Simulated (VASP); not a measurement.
# HgH3 (P6/mmm) in VASP: a series of runs

HgH3 is run at these levels: PBE; tasks: single point.

All numbers are computed with VASP 6.6.1; they aren't measurements. Logs are shortened: lines on timing, memory, paths and dates and some standing lists are left out, and cuts for length are marked.

**1. The cell of the first run**

It takes space group P6/mmm (No. 191, hexagonal). Conventional cell: a = 3.721 Å, b = 3.721 Å, c = 3.708 Å, α = 90.00°, β = 90.00°, γ = 120.00°. Within 2.5 Å of Hg (site symmetry 6/mmm) lie 8 H at 1.85 to 2.15 Å. Within 2.9 Å of H (site symmetry -6m2) lie 9 H at 2.15 to 2.84 Å and 3 Hg at 2.15 Å. Within 2.5 Å of H (site symmetry 6/mmm) lie 2 Hg at 1.85 Å.

The cell was generated, and may not be a known phase.

**2. Single point, PBE**

Contents of INCAR:

```
SYSTEM = HgH3
PREC = Accurate
ENCUT = 550
EDIFF = 1E-6
ISMEAR = 0
SIGMA = 0.1
LREAL = .FALSE.
LASPH = .TRUE.
NELM = 120
ALGO = Normal
ISIF = 2
LWAVE = .FALSE.
LCHARG = .FALSE.
GGA = PE
NBANDS = 20
GGA_COMPAT = .FALSE.
```

Contents of KPOINTS:

```
regular mesh
0
G
  6 6 4
  0 0 0
```

Contents of POSCAR:

```
HgH3
1.0
    3.7208735160      0.0000000000      0.0000000000
   -1.8604367580      3.2223709891      0.0000000000
    0.0000000000      0.0000000000      3.7076072543
Hg H
1 3
Direct
    0.0000000000      0.0000000000      0.0000000000
    0.3333333333      0.6666666667      0.0000000000
    0.6666666667      0.3333333333      0.0000000000
    0.0000000000      0.0000000000      0.5000000000
```

Potentials or basis: VASP PAW PBE potentials, release 64 (Hg_sv_GW, H).

Run with:

```console
> cat potpaw_PBE.64/Hg_sv_GW/POTCAR potpaw_PBE.64/H/POTCAR > POTCAR
> mpirun -np 1 vasp_std > vasp.out
```

OUTCAR:

```text
SYSTEM = HgH3
   PREC = Accurate
   ENCUT = 550
   EDIFF = 1E-6
   ISMEAR = 0
   LREAL = .FALSE.
   LASPH = .TRUE.
   NELM = 120
   ISIF = 2
   GGA = PE

 ion  position               nearest neighbor table
   1  0.000  0.000  0.000-   4 1.85   4 1.85
   2  0.333  0.667  0.000-
   3  0.667  0.333  0.000-
   4  0.000  0.000  0.500-   1 1.85   1 1.85

  LATTYP: Found a hexagonal cell.
 ALAT       =     3.7208735160
 C/A-ratio  =     0.9964346378

  Lattice vectors:

 A1 = (   3.7208735160,   0.0000000000,   0.0000000000)
 A2 = (  -1.8604367580,   3.2223709891,   0.0000000000)
 A3 = (   0.0000000000,   0.0000000000,   3.7076072543)

Analysis of symmetry for initial positions (statically):
=====================================================================
 Subroutine PRICEL returns:
 Original cell was already a primitive cell.

 Routine SETGRP: Setting up the symmetry group for a
 hexagonal supercell.

 Subroutine GETGRP returns: Found 24 space group operations
 (whereof 24 operations were pure point group operations)
 out of a pool of 24 trial point group operations.

The static configuration has the point symmetry D_6h.

Analysis of symmetry for dynamics (positions and initial velocities):
=====================================================================
 Subroutine PRICEL returns:
 Original cell was already a primitive cell.

 Routine SETGRP: Setting up the symmetry group for a
 hexagonal supercell.

 Subroutine GETGRP returns: Found 24 space group operations
 (whereof 24 operations were pure point group operations)
 out of a pool of 24 trial point group operations.

The dynamic configuration has the point symmetry D_6h.

 Subroutine INISYM returns: Found 24 space group operations
 (whereof 24 operations are pure point group operations),
 and found     1 'primitive' translations

----------------------------------------------------------------------------------------

                                     Primitive cell

  volume of cell :      44.4543

  direct lattice vectors                    reciprocal lattice vectors
     3.720873516  0.000000000  0.000000000     0.268754097  0.155165250  0.000000000
    -1.860436758  3.222370989  0.000000000     0.000000000  0.310330500  0.000000000
     0.000000000  0.000000000  3.707607254     0.000000000  0.000000000  0.269715731

  length of vectors
     3.720873516  3.720873516  3.707607254     0.310330500  0.310330500  0.269715731

  position of ions in fractional coordinates (direct lattice)
     0.000000000  0.000000000  0.000000000
     0.333333333  0.666666667  0.000000000
     0.666666667  0.333333333  0.000000000
     0.000000000  0.000000000  0.500000000

  ion indices of the primitive-cell ions
   primitive index   ion index
                 1           1
                 2           2
                 3           3
                 4           4

----------------------------------------------------------------------------------------

 KPOINTS: regular mesh

Automatic generation of k-mesh.
 Grid dimensions read from file:
 generate k-points for:    6    6    4

 Generating k-lattice:

  Cartesian coordinates                     Fractional coordinates (reciprocal lattice)
     0.044792349  0.025860875  0.000000000     0.166666667  0.000000000  0.000000000
     0.000000000  0.051721750  0.000000000     0.000000000  0.166666667  0.000000000
     0.000000000  0.000000000  0.067428933     0.000000000  0.000000000  0.250000000

  Length of vectors
     0.051721750  0.051721750  0.067428933

  Shift w.r.t. Gamma in fractional coordinates (k-lattice)
     0.000000000  0.000000000  0.000000000

 Subroutine IBZKPT returns following result:
 ===========================================

 Found     21 irreducible k-points:

 Following reciprocal coordinates:
            Coordinates               Weight
  0.000000  0.000000  0.000000      1.000000
  0.166667 -0.000000  0.000000      6.000000
  0.333333 -0.000000  0.000000      6.000000
  0.500000 -0.000000  0.000000      3.000000
  0.166667  0.166667  0.000000      6.000000
  0.333333  0.166667  0.000000     12.000000
[... 13 lines left out ...]
  0.333333  0.166667  0.500000     12.000000
  0.333333  0.333333  0.500000      2.000000
   k-points           NKPTS =     21   k-points in BZ     NKDIM =     21   number of bands    NBANDS=     20
   number of dos      NEDOS =    301   number of ions     NIONS =      4
   total plane-waves  NPLWV =  21952
   dimension x,y,z NGX =    28 NGY =   28 NGZ =   28
   dimension x,y,z NGXF=    56 NGYF=   56 NGZF=   56
   ions per type =               1   3
   NGX,Y,Z   is equivalent  to a cutoff of  12.51, 12.51, 12.55 a.u.
   NGXF,Y,Z  is equivalent  to a cutoff of  25.02, 25.02, 25.11 a.u.
 SYSTEM =  HgH3
   PREC   = accura    normal or accurate (medium, high low for compatibility)
   ISTART =      0    job   : 0-new  1-cont  2-samecut
   ICHARG =      2    charge: 1-file 2-atom 10-const
   ISPIN  =      1    spin polarized calculation?
   LNONCOLLINEAR =      F non collinear calculations
   LSORBIT =      F    spin-orbit coupling
   LASPH  =      T    aspherical Exc in radial PAW
   ENCUT  =  550.0 eV  40.42 Ry    6.36 a.u.   7.12  7.12  7.09*2*pi/ulx,y,z
   NELM   =    120;   NELMIN=  2; NELMDL= -5     # of ELM steps
   EDIFF  = 0.1E-05   stopping-criterion for ELM
   LREAL  =      F    real-space projection
   EDIFFG = 0.1E-04   stopping-criterion for IOM
   NSW    =      0    number of steps for IOM
   IBRION =     -1    ionic relax: 0-MD 1-quasi-New 2-CG
   NFREE  =      0    steps in history (QN), initial steepest desc. (CG)
   ISIF   =      2    stress and relaxation
   ISYM   =      2    0-nonsym 1-usesym 2-fastsym
   POTIM  = 0.5000    time-step for ionic-motion
   TEBEG  =    0.0;   TEEND  =   0.0 temperature during run
   PSTRESS=    0.0 pullay stress
   NELECT =      23.0000    total number of electrons
   NUPDOWN=      -1.0000    fix difference up-down
   EMIN   =  10.00;   EMAX   =-10.00  energy-range for DOS
   EFERMI =   0.00;   METHOD = LEGACY
   ISMEAR =     0;   SIGMA  =   0.10  broadening in eV -4-tet -1-fermi 0-gaus
   EFERMI_NEDOS =   21; number of points for ismear=-14 and -15
   IALGO  =     38    algorithm
   IMIX   =      4    mixing-type and parameters
     AMIX     =   0.40;   BMIX     =  1.00
     AMIX_MAG =   1.60;   BMIX_MAG =  1.00
  volume/ion in A,a.u.               =      11.11        75.00
  Fermi-wavevector in a.u.,A,eV,Ry     =   1.314254  2.483580 23.500856  1.727264
  Thomas-Fermi vector in A             =   2.444520
   LORBIT       =      0    0 simple, 1 ext, 2 COOP (PROOUT), +10 PAW based schemes
   GGA     = PE    functional components
   LHFCALC =     F    Hartree Fock is set to
   AEXX    =    0.0000 exact exchange contribution
   IVDW    =     0    specifies the selected vdW correction
   LEPSILON=     F    determine dielectric tensor
   LRPA    =     F    only Hartree local field effects (RPA)
 non-spin polarized calculation
 Gauss-broadening in eV      SIGMA  =   0.10
  energy-cutoff  :      550.00
  volume of cell :       44.45
 maximum number of plane-waves:      1318
   NGX = 15   NGY = 15   NGZ = 15

 number of electron      23.0000009 magnetization

 Free energy of the ion-electron system (eV)
  ---------------------------------------------------
  ext. energy  EPLUGINS =         0.00000000
  ---------------------------------------------------
  free energy    TOTEN  =        -7.21563222 eV

  energy without entropy =       -7.20586000  energy(sigma->0) =       -7.21074611

 E-fermi :   2.5302     XC(G=0):  -9.3002

 val. band max:        2.4579905737   @ k =   0.1667   0.1667   0.0000
 cond. band min:       2.5553873373   @ k =   0.3333  -0.0000   0.2500
 fundamental gap:      0.0973967637
 Fermi energy:         2.5301618471

 k-point     1 :       0.0000    0.0000    0.0000
  band No.  band energies     occupation
      1    -113.0622      2.00000
      2     -61.4210      2.00000
      3     -61.3735      2.00000
      4     -61.3735      2.00000
      5      -7.4751      2.00000
      6      -6.7737      2.00000
[... 12 lines left out ...]
     19      14.6560      0.00000
     20      19.9066      0.00000

 k-point     2 :       0.1667   -0.0000    0.0000
  band No.  band energies     occupation
      1    -113.0622      2.00000
      2     -61.4209      2.00000
      3     -61.3743      2.00000
      4     -61.3736      2.00000
      5      -7.0888      2.00000
      6      -6.6742      2.00000
[... 12 lines left out ...]
     19      16.4368      0.00000
     20      18.3916      0.00000

 k-point     3 :       0.3333   -0.0000    0.0000
  band No.  band energies     occupation
      1    -113.0621      2.00000
      2     -61.4208      2.00000
      3     -61.3762      2.00000
      4     -61.3741      2.00000
      5      -6.7680      2.00000
      6      -6.0564      2.00000
[... 12 lines left out ...]
     19      17.1593      0.00000
     20      17.9635      0.00000

 k-point     4 :       0.5000   -0.0000    0.0000
  band No.  band energies     occupation
      1    -113.0621      2.00000
      2     -61.4208      2.00000
      3     -61.3772      2.00000
      4     -61.3744      2.00000
      5      -6.7175      2.00000
      6      -6.0347      2.00000
[... 12 lines left out ...]
     19      17.0376      0.00000
     20      17.4844      0.00000

 k-point     5 :       0.1667    0.1667    0.0000
  band No.  band energies     occupation
      1    -113.0621      2.00000
      2     -61.4208      2.00000
      3     -61.3756      2.00000
      4     -61.3741      2.00000
      5      -6.8004      2.00000
      6      -6.1109      2.00000
[... 12 lines left out ...]
     19      17.0006      0.00000
     20      17.1085      0.00000
[... 284 lines left out ...]
      6      -4.9972      2.00000
[... 12 lines left out ...]
     19      19.1727      0.00000
     20      21.9305      0.00000

 k-point    19 :       0.1667    0.1667    0.5000
  band No.  band energies     occupation
      1    -113.0621      2.00000
      2     -61.4247      2.00000
      3     -61.3754      2.00000
      4     -61.3740      2.00000
      5      -5.9618      2.00000
      6      -5.3502      2.00000
[... 12 lines left out ...]
     19      17.5998      0.00000
     20      19.7519      0.00000

 k-point    20 :       0.3333    0.1667    0.5000
  band No.  band energies     occupation
      1    -113.0621      2.00000
      2     -61.4245      2.00000
      3     -61.3764      2.00000
      4     -61.3747      2.00000
      5      -5.7199      2.00000
      6      -5.0218      2.00000
[... 12 lines left out ...]
     19      18.8157      0.00000
     20      19.6607      0.00000

 k-point    21 :       0.3333    0.3333    0.5000
  band No.  band energies     occupation
      1    -113.0621      2.00000
      2     -61.4245      2.00000
      3     -61.3758      2.00000
      4     -61.3758      2.00000
      5      -5.3219      2.00000
      6      -5.3219      2.00000
[... 12 lines left out ...]
     19      17.7153      0.00000
     20      20.0340      0.00000

------------------------ aborting loop because EDIFF is reached ----------------------------------------

  FORCE on cell =-STRESS in cart. coord.  units (eV):
  Direction    XX          YY          ZZ          XY          YZ          ZX
  --------------------------------------------------------------------------------------
  -------------------------------------------------------------------------------------
  Total       -0.0807334     -0.0807334     -0.1031803      0.0000000      0.0000000      0.0000000
  in kB       -2.9097093     -2.9097093     -3.7187162      0.0000000      0.0000000      0.0000000
  external PRESSURE =      -3.1793783 kB  Pullay stress =       0.0000000 kB

 VOLUME and BASIS-vectors are now :
 -----------------------------------------------------------------------------
  energy-cutoff  :      550.00
  volume of cell :       44.45
      direct lattice vectors                 reciprocal lattice vectors
     3.720873516  0.000000000  0.000000000     0.268754097  0.155165250  0.000000000
    -1.860436758  3.222370989  0.000000000     0.000000000  0.310330500  0.000000000
     0.000000000  0.000000000  3.707607254     0.000000000  0.000000000  0.269715731

 POSITION                                       TOTAL-FORCE (eV/Angst)
 -----------------------------------------------------------------------------------
      0.00000      0.00000      0.00000        -0.000000     -0.000000      0.000000
     -0.00000      2.14825      0.00000         0.000000     -0.000000     -0.000000
      1.86044      1.07412      0.00000        -0.000000      0.000000      0.000000
      0.00000      0.00000      1.85380         0.000000     -0.000000      0.000000
 -----------------------------------------------------------------------------------
    total drift:                               -0.000000     -0.000000     -0.000000

  FREE ENERGIE OF THE ION-ELECTRON SYSTEM (eV)
  ---------------------------------------------------
  free  energy   TOTEN  =        -7.2156322190 eV

  energy  without entropy=       -7.2058600034  energy(sigma->0) =       -7.21074611
```

It took 9.1 s on 1 thread of Intel Xeon 6975P-C (Granite Rapids), shared host; peak memory 0.17 GiB.

What came out:

* Free energy: -7.2156 eV
* Pressure: -0.3 GPa
* Band gap on the k mesh: zero (an odd number of electrons rules out a gap without spin polarisation)

Stress tensor (GPa, compression positive):
```
-0.29  0.00  0.00
 0.00 -0.29  0.00
 0.00  0.00 -0.37
```

Caveat: the k points lie up to 0.42 Å⁻¹ apart, too coarse for converged energies and pressures of a metal; spin-orbit coupling is left out, which moves the levels of the heavy elements.

(Continued in part 2 of 2.)

The gap in the log of VASP goes by the Fermi energy; the results here count the filled bands.